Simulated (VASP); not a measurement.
A run of VASP 6.6.1 is set up as follows.

The input INCAR:

```
ALGO = Normal
EDIFF = 1E-7
ENCUT = 520
GGA = PE
ISIF = 2
ISMEAR = 0
IVDW = 12
LASPH = True
LCHARG = True
LELF = True
LREAL = False
LVHAR = True
LWAVE = False
NBANDS = 35
NELM = 80
PREC = Accurate
SIGMA = 0.05
```

Contents of KPOINTS:

```
k-points
0
Gamma
  12 12 2
```

Contents of POSCAR:

```
Te2Mo
1.0
    3.6012931842      0.0000000000      0.0000000000
   -1.8006465921      3.1188113840      0.0000000000
    0.0000000000      0.0000000000     13.7008448353
Te Mo
4 2
Direct
    0.3333333333      0.6666666667      0.6173401526
    0.6666666667      0.3333333333      0.1173401526
    0.3333333333      0.6666666667      0.8826598474
    0.6666666667      0.3333333333      0.3826598474
    0.3333333333      0.6666666667      0.2500000000
    0.6666666667      0.3333333333      0.7500000000
```

Potentials or basis: VASP PAW PBE potentials, release 64 (Te, Mo_sv).

Command:

```console
$ cat potpaw_PBE.64/Te/POTCAR potpaw_PBE.64/Mo_sv/POTCAR > POTCAR
$ mpirun -np 1 vasp_std > vasp.out
```

(1) Estimate the largest force.

(2) Predict the pressure.

(3) What does it give for the band gap on the k mesh?

(4) What does it give for the dispersion energy per atom?

Results:

(1) 0.469 eV/Å.

(2) -5.0 GPa.

(3) 0.58 eV, indirect (least direct gap 0.90 eV).

(4) -0.522 eV.

Caveat: spin-orbit coupling is left out, which moves the levels of the heavy elements.
